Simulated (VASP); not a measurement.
Wanted: the native input for a VASP 6.6.1 run.

```
Task                    : density of states
Functional              : PBE
Potentials or basis     : VASP PAW PBE potentials, release 64 (Pb_d)
Cutoff                  : 400 eV
k mesh                  : 11 × 11 × 11
Occupations             : fermi-dirac, width 0.1 eV
Spin                    : no spin polarisation
Dipole correction       : no
k mesh for the DOS      : 17 × 17 × 17
Occupations for the DOS : tetrahedron
Further INCAR settings  : ALGO = Normal; EDIFF = 1e-06; NBANDS = 13
```

Pb:

```
CELL_PARAMETERS angstrom
0.00000 2.54028 2.54028
2.54028 0.00000 2.54028
2.54028 2.54028 0.00000
ATOMIC_POSITIONS crystal
Pb 0.00000 0.00000 0.00000
```

The input as run:

POSCAR

```
Pb
1.0
    0.0000000000      2.5402850000      2.5402850000
    2.5402850000      0.0000000000      2.5402850000
    2.5402850000      2.5402850000      0.0000000000
Pb
1
Direct
    0.0000000000      0.0000000000      0.0000000000
```

INCAR.step1

```
PREC = Accurate
ENCUT = 400
EDIFF = 1E-6
ISMEAR = -1
SIGMA = 0.1
LREAL = False
LASPH = True
NELM = 120
ALGO = Normal
ISIF = 2
LWAVE = False
LCHARG = True
GGA = PE
NBANDS = 13
GGA_COMPAT = False
NEDOS = 2001
LORBIT = 11
```

KPOINTS.step1

```
Automatic mesh
0
Gamma
  11 11 11
```

INCAR.step2

```
PREC = Accurate
ENCUT = 400
EDIFF = 1E-6
ISMEAR = -5
SIGMA = 0.1
LREAL = False
LASPH = True
NELM = 120
ALGO = Normal
ISIF = 2
LWAVE = False
LCHARG = False
GGA = PE
LORBIT = 11
NBANDS = 13
NEDOS = 2001
ICHARG = 11
GGA_COMPAT = False
```

KPOINTS.step2

```
Automatic mesh
0
Gamma
  17 17 17
```

Potentials or basis: VASP PAW PBE potentials, release 64 (Pb_d).

The run is started by

```console
$ cat potpaw_PBE.64/Pb_d/POTCAR > POTCAR
$ cp INCAR.step1 INCAR
$ cp KPOINTS.step1 KPOINTS
$ mpirun -np 1 vasp_std > vasp.out
$ cp INCAR.step2 INCAR
$ cp KPOINTS.step2 KPOINTS
$ mpirun -np 1 vasp_std > vasp.out
```

Results of the run:

```json
{
 "Valence electrons inside the program's atomic spheres": "Pb 11.92"
}
```

Caveat: spin-orbit coupling is left out, which moves the levels of the heavy elements.

Wall time 38 s on 1 thread of Intel Xeon 8259CL, on a shared host, peak memory 0.16 GiB.
